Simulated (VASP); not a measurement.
Ir: single point with PBEsol

Ir:

```
Ir
1.0
     2.62638    0.00000    0.00000
    -1.31319    2.27451    0.00000
     0.00000    0.00000    4.15219
Ir
2
Direct
  0.33333 0.66667 0.25000
  0.66667 0.33333 0.75000
```

This isn't the form of Ir at room conditions, which is fcc.

```json
{
  "Program": "VASP 6.6.1",
  "Task": "single point",
  "Functional": "PBEsol",
  "Potentials or basis": "VASP PAW PBE potentials, release 64 (Ir)",
  "Cutoff": "520 eV",
  "k mesh": "6 × 6 × 4",
  "Occupations": "gaussian, width 0.1 eV",
  "Spin": "no spin polarisation"
}
```

```json
{
 "Pressure": "71.3 GPa",
 "Band gap on the k mesh": "zero (bands 9 and 10 overlap by 4.23 eV)"
}
```

Stress tensor (GPa, compression positive):
```
66.98  0.00  0.00
 0.00 66.98  0.00
 0.00  0.00 80.05
```

Levels at points of the mesh, in eV from the Fermi level:
| k point | band 6 | band 7 | band 8 | band 9 | band 10 | band 11 | band 12 | band 13 |
| --- | --- | --- | --- | --- | --- | --- | --- | --- |
| (0.00, 0.00, 0.00) | -3.69 | -3.69 | -3.06 | -3.06 | -0.76 | 0.46 | 0.46 | 8.90 |
| (0.50, 0.00, 0.00) | -4.03 | -3.31 | 0.91 | 1.52 | 1.58 | 3.64 | 5.23 | 9.33 |
| (0.00, 0.00, 0.50) | -4.83 | -4.83 | -4.83 | -0.38 | -0.38 | -0.38 | -0.38 | 13.64 |
| (0.50, 0.00, 0.50) | -2.65 | -1.16 | -1.16 | 1.28 | 1.28 | 2.47 | 2.47 | 9.05 |

It took 19 s on 1 thread of Intel Xeon 8259CL, on a shared host, peak memory 0.14 GiB.

Caveat: the k points lie up to 0.46 Å⁻¹ apart, too coarse for converged energies and pressures of a metal; the PAW data sets were made with another functional, which shifts forces and pressure a little; spin-orbit coupling is left out, which moves the levels of the heavy elements.
